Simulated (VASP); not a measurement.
Input of a VASP 6.6.1 run:

Contents of INCAR:

```
SYSTEM = Si
ALGO = Normal
EDIFF = 1E-7
ENCUT = 520
GGA = PE
ISIF = 2
ISMEAR = -1
LASPH = .True.
LCHARG = .False.
LREAL = Auto
LWAVE = .False.
NBANDS = 48
NELM = 60
PREC = Accurate
SIGMA = 0.02
```

Contents of KPOINTS:

```
k-points
0
Gamma
  2 2 2
  0 0 0
```

Contents of POSCAR:

```
Si
1.0
    0.0000000000      5.4300000000      5.4300000000
    5.4300000000      0.0000000000      5.4300000000
    5.4300000000      5.4300000000      0.0000000000
Si
17
Direct
   -0.0454235727      0.0036003683      0.0524585635
    0.0982596685      0.1424953959      0.1659208103
   -0.0283701657     -0.0018139963      0.5271178637
    0.0565561694      0.1607366483      0.6487845304
    0.0183885820      0.5097329650      0.0422375691
    0.1175322284      0.6419337017      0.2025046041
   -0.0742633517      0.5384622468      0.5661970534
    0.1213443831      0.6366666667      0.6462983425
    0.4479373849      0.0118968692      0.0221178637
    0.5798434622      0.1447605893      0.1332504604
    0.4236832413      0.0939594843      0.4983241252
    0.5938121547      0.1190055249      0.6584714549
    0.5014088398      0.4959023941      0.0371546961
    0.6438397790      0.6130110497      0.1337108656
    0.4845027624      0.5104327808      0.5159023941
    0.5445856354      0.7067771639      0.6787292818
    0.7333241252      0.7638029466      0.2661970534
```

Potentials or basis: VASP PAW PBE potentials, release 64 (Si).

Launch:

```sh
$ cat potpaw_PBE.64/Si/POTCAR > POTCAR
$ mpirun -np 1 vasp_std > vasp.out
```

(1) Predict the pressure.

(2) Predict the largest force.

(3) Estimate the band gap on the k mesh.

Answers

(1) 4.2 GPa.

(2) 2.295 eV/Å.

(3) zero (band 34 reaches 6.90 eV, above the bottom of band 35 at 6.64 eV).

Caveat: the k points lie up to 0.50 Å⁻¹ apart.
